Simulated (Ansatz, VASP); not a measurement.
One calculation of Te2Mo, two programs

```
Te Mo
1.0
     3.46655    0.00000    0.00000
    -1.73327    3.00212    0.00000
     0.00000    0.00000   17.51981
Te Mo
2 1
Direct
  0.33333 0.66667 0.89753
  0.33333 0.66667 0.10247
  0.00000 0.00000 0.00000
```

Alike in both runs: functional LDA; k mesh 12 × 12 × 2; occupations gaussian, width 0.02 eV; no spin polarisation.

Ansatz relaxed the structure, and its values are those at the end. VASP's run is a single point on that final structure, the one shown.

|  | VASP | Ansatz |
| --- | --- | --- |
| version | VASP 6.6.1 | Ansatz 0.2.0 |
| potentials or method | VASP PAW LDA potentials, release 64 (Te, Mo_sv), cutoff 520 eV | scalar-relativistic, plane waves, PAW |
| valence electrons in the cell | 26 | 46 |

```tsv
	VASP	Ansatz	Ansatz less VASP
gap on the k mesh at the Fermi level (eV)	1.24	1.24	-0.001
least direct gap on the mesh (eV)	1.24	1.24	-0.001
rms of the force components (eV/Å)	0.025	0.002	-0.0231
```

LDA's correlation is that of Perdew and Zunger in VASP and of Perdew and Wang (1992) in Ansatz. VASP's potentials hold 26 valence electrons a cell and Ansatz's 46, so a difference there can come from the potentials and not from the codes.

Neither program's run includes spin-orbit coupling.
